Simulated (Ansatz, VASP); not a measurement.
## HfSi3O8 in VASP and in Ansatz

POSCAR

```
HfSi3O8
1.0
    3.7653040292     -3.8343518500     -0.0002810189
    3.7653040292      3.8343518500     -0.0002810189
   -0.0055413388      0.0000000000      7.5922451933
Hf Si O
1 3 8
Direct
    0.9800850504      0.0199149496      0.0000000000
    0.0234785400      0.5240264492      0.2687319324
    0.4759735508      0.9765214600      0.7312680676
    0.5226188607      0.4773811393      0.5000000000
    0.0376683317      0.8130296834      0.2063065582
    0.5368816546      0.2394060768      0.6315651398
    0.0308747002      0.3553667624      0.0898441455
    0.5412193052      0.7400279008      0.6063190908
    0.6446332376      0.9691252998      0.9101558545
    0.2599720992      0.4587806948      0.3936809092
    0.1869703166      0.9623316683      0.7936934418
    0.7605939232      0.4631183454      0.3684348602
```

The input INCAR.step1:

```
SYSTEM = HfSi3O8
  ALGO = Normal
  EDIFF = 1E-4
  ENCUT = 520
  GGA = PE
  ISMEAR = 0
  LASPH = .TRUE.
  LCHARG = .FALSE.
  LREAL = .FALSE.
  LWAVE = .TRUE.
  NBANDS = 47
  NELM = 80
  PREC = Accurate
  SIGMA = 0.02
```

INCAR.step2

```
SYSTEM = HfSi3O8
  ALGO = Normal
  EDIFF = 1E-6
  ENCUT = 520
  ISIF = 2
  ISMEAR = 0
  ISTART = 1
  LASPH = .TRUE.
  LCHARG = .FALSE.
  LMIXTAU = .TRUE.
  LREAL = .FALSE.
  LWAVE = .FALSE.
  METAGGA = R2SCAN
  NBANDS = 47
  NELM = 80
  PREC = Accurate
  SIGMA = 0.02
```

The input KPOINTS:

```
k-points
0
G
  4 4 4
  0 0 0
```

Input for Ansatz:

```yaml
crystal:
  lattice:
    - [3.7653040292, -3.83435185, -0.0002810189]
    - [3.7653040292, 3.83435185, -0.0002810189]
    - [-0.0055413388, 0.0, 7.5922451933]
  atoms:
    - { symbol: Hf, position: [0.9800850504, 0.0199149496, 0.0] }
    - { symbol: Si, position: [0.02347854, 0.5240264492, 0.2687319324] }
    - { symbol: Si, position: [0.4759735508, 0.97652146, 0.7312680676] }
    - { symbol: Si, position: [0.5226188607, 0.4773811393, 0.5] }
    - { symbol: O, position: [0.0376683317, 0.8130296834, 0.2063065582] }
    - { symbol: O, position: [0.5368816546, 0.2394060768, 0.6315651398] }
    - { symbol: O, position: [0.0308747002, 0.3553667624, 0.0898441455] }
    - { symbol: O, position: [0.5412193052, 0.7400279008, 0.6063190908] }
    - { symbol: O, position: [0.6446332376, 0.9691252998, 0.9101558545] }
    - { symbol: O, position: [0.2599720992, 0.4587806948, 0.3936809092] }
    - { symbol: O, position: [0.1869703166, 0.9623316683, 0.7936934418] }
    - { symbol: O, position: [0.7605939232, 0.4631183454, 0.3684348602] }
basis:
  ecutwfc: 500
kpoints:
  mp_grid: { grid: [4, 4, 4] }
  band_path:
    path:
      - [[0.0, 0.0, 0.0], [-0.5, 0.5, 0.0], [-0.5, 0.5, 0.5], [0.0, 0.0, 0.5], [0.0, 0.0, 0.0]]
      - [[-0.5, 0.0, 0.5], [0.0, 0.0, 0.0], [-0.5, 0.0, 0.0]]
    npoints: 10
hamiltonian:
  xc: r2scan
scf:
  occupations: { method: gaussian, width: 0.02 }
  n_extra_bands: 30
output:
  forces: true
  stress: true
  eigenvalues: true
  populations: true
  dos: { projected: true, de: 0.02, nscf_kmesh: { grid: [6, 6, 6] } }
  bader: false
  write_density: true
  write_potential: true
  elf: true
  volumetric_format: npy
```

Alike in both runs: task single point; functional r2SCAN; k mesh 4 × 4 × 4; occupations gaussian, width 0.02 eV; no spin polarisation.

|  | VASP | Ansatz |
| --- | --- | --- |
| version | VASP 6.6.1 | Ansatz 0.2.0 |
| potentials or method | VASP PAW PBE potentials, release 64 (Hf_pv, Si, O), cutoff 520 eV | scalar-relativistic, plane waves, PAW |
| valence electrons in the cell | 70 | 86 |

```tsv
	VASP	Ansatz	Ansatz less VASP
gap on the k mesh at the Fermi level (eV)	5.68	5.68	+0.005
least direct gap on the mesh (eV)	5.68	5.68	+0.003
pressure (GPa)	-3.6	-3.4	+0.26
traceless stress, the component that is largest in VASP (GPa)	0.07	0.03	-0.034
rms of the force components (eV/Å)	0.107	0.112	+0.0049
```

VASP's potentials were made for PBE, not for r2SCAN. Atom by atom the forces differ by 0.076 eV/Å (rms over components). VASP's potentials hold 70 valence electrons a cell and Ansatz's 86, so a difference there can come from the potentials and not from the codes.

Neither program's run includes spin-orbit coupling.
